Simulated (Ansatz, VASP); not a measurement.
# AgBr: VASP beside Ansatz

File POSCAR:

```
AgBr
1.0
    0.0000000000      2.8701500000      2.8701500000
    2.8701500000      0.0000000000      2.8701500000
    2.8701500000      2.8701500000      0.0000000000
Ag Br
1 1
Direct
    0.0000000000      0.0000000000      0.0000000000
    0.5000000000      0.5000000000      0.5000000000
```

The input INCAR.step1:

```
  ALGO = Normal
  EDIFF = 1E-5
  ENCUT = 550
  GGA = PE
  GGA_COMPAT = False
  ISMEAR = 0
  LASPH = True
  LCHARG = False
  LREAL = False
  LWAVE = True
  NBANDS = 16
  NELM = 120
  PREC = Accurate
  SIGMA = 0.1
```

The input INCAR.step2:

```
  ALGO = Normal
  EDIFF = 1E-6
  ENCUT = 550
  GGA_COMPAT = False
  ISIF = 2
  ISMEAR = 0
  ISTART = 1
  LASPH = True
  LCHARG = False
  LMIXTAU = True
  LREAL = False
  LWAVE = False
  METAGGA = R2SCAN
  NBANDS = 16
  NELM = 120
  PREC = Accurate
  SIGMA = 0.1
```

KPOINTS

```
k-points
0
Gamma
  6 6 6
```

Input for Ansatz:

```yaml
crystal:
  lattice:
    - [0.0, 2.87015, 2.87015]
    - [2.87015, 0.0, 2.87015]
    - [2.87015, 2.87015, 0.0]
  atoms:
    - { symbol: Ag, position: [0.0, 0.0, 0.0] }
    - { symbol: Br, position: [0.5, 0.5, 0.5] }
basis:
  ecutwfc: 500
kpoints:
  mp_grid: { grid: [6, 6, 6] }
hamiltonian:
  xc: r2scan
scf:
  occupations: { method: gaussian, width: 0.1 }
output:
  forces: true
  stress: true
  eigenvalues: true
```

Alike in both runs: task single point; functional r2SCAN; k mesh 6 × 6 × 6; occupations gaussian, width 0.1 eV; no spin polarisation.

|  | VASP | Ansatz |
| --- | --- | --- |
| version | VASP 6.6.1 | Ansatz 0.2.0 |
| potentials or method | VASP PAW PBE potentials, release 64 (Ag, Br), cutoff 550 eV | scalar-relativistic, plane waves, PAW |
| valence electrons in the cell | 18 | 26 |

VASP gave:

| Property | Result |
| --- | --- |
| gap on the k mesh at the Fermi level (eV) | 1.25 |
| least direct gap on the mesh (eV) | 3.28 |
| pressure (GPa) | 1.1 |

What did Ansatz give for the same quantities?

gap on the k mesh at the Fermi level (eV): 1.29; least direct gap on the mesh (eV): 3.29; pressure (GPa): 1.1.

VASP's potentials were made for PBE, not for r2SCAN. VASP's potentials hold 18 valence electrons a cell and Ansatz's 26, so a difference there can come from the potentials and not from the codes.
